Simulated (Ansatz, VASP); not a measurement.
# NbTe: VASP beside Ansatz

File POSCAR:

```
NbTe
1.0
    3.4257000000      0.0000000000      0.0000000000
    0.0000000000      3.4257000000      0.0000000000
    0.0000000000      0.0000000000      3.4257000000
Nb Te
1 1
Direct
    0.5000000000      0.5000000000      0.5000000000
    0.0000000000      0.0000000000      0.0000000000
```

INCAR.step1

```
SYSTEM = NbTe
  ALGO = Normal
  EDIFF = 1E-4
  ENCUT = 520
  GGA = PE
  GGA_COMPAT = .False.
  ISMEAR = -1
  LASPH = .True.
  LCHARG = .False.
  LMAXMIX = 4
  LREAL = .False.
  LSORBIT = .True.
  LWAVE = .True.
  MAGMOM = 0 0 0 0 0 0
  NBANDS = 31
  NELM = 150
  PREC = Accurate
  SIGMA = 0.05
```

Contents of INCAR.step2:

```
SYSTEM = NbTe
  ALGO = Normal
  EDIFF = 1E-6
  ENCUT = 520
  GGA_COMPAT = .False.
  ISIF = 2
  ISMEAR = -1
  ISTART = 1
  LASPH = .True.
  LCHARG = .False.
  LMAXMIX = 4
  LMIXTAU = .True.
  LORBIT = 11
  LORBMOM = .True.
  LREAL = .False.
  LSORBIT = .True.
  LWAVE = .False.
  MAGMOM = 0 0 0 0 0 0
  METAGGA = R2SCAN
  NBANDS = 31
  NELM = 150
  PREC = Accurate
  SIGMA = 0.05
```

File KPOINTS:

```
k-points
0
Gamma
  6 6 6
  0 0 0
```

Contents of input.yaml:

```yaml
crystal:
  lattice:
    - [3.4257, 0.0, 0.0]
    - [0.0, 3.4257, 0.0]
    - [0.0, 0.0, 3.4257]
  atoms:
    - { symbol: Nb, position: [0.5, 0.5, 0.5] }
    - { symbol: Te, position: [0.0, 0.0, 0.0] }
hamiltonian:
  xc: r2scan
  pseudopotentials: { kind: paw_fr }
magnetization:
  noncollinear: true
  spin_orbit: true
kpoints:
  mp_grid: { grid: [6, 6, 6] }
  band_path:
    path:
      - [[0.0, 0.0, 0.0], [0.0, 0.5, 0.0], [0.5, 0.5, 0.0], [0.0, 0.0, 0.0], [0.5, 0.5, 0.5], [0.0, 0.5, 0.0]]
      - [[0.5, 0.5, 0.0], [0.5, 0.5, 0.5]]
    npoints: 14
scf:
  occupations: { method: fermi_dirac, width: 0.05 }
  n_extra_bands: 6
output:
  forces: true
  stress: true
  eigenvalues: true
  fatbands: true
```

Alike in both runs: functional r2SCAN; k mesh 6 × 6 × 6; occupations fermi-dirac, width 0.05 eV; non-collinear spin, spin-orbit coupling.

|  | VASP | Ansatz |
| --- | --- | --- |
| version | VASP 6.6.1 | Ansatz 0.2.0 |
| potentials or method | VASP PAW PBE potentials, release 64 (Nb_sv, Te) | Ansatz PAW |
| plane-wave cutoff (eV) | 520 | 500 |
| valence electrons in the cell | 19 | 29 |
| task | single point | band structure |

|  | VASP | Ansatz | Ansatz less VASP |
| --- | --- | --- | --- |
| pressure (GPa) | -0.5 | -0.4 | +0.10 |
| net moment per atom (μB) | 0.00 | 0.00 | 0.000 |

VASP's potentials were made for PBE, not for r2SCAN. With one functional, cell and mesh, what is left measures potentials, basis and numerics. VASP's potentials hold 19 valence electrons a cell and Ansatz's 29, so a difference there can come from the potentials and not from the codes.
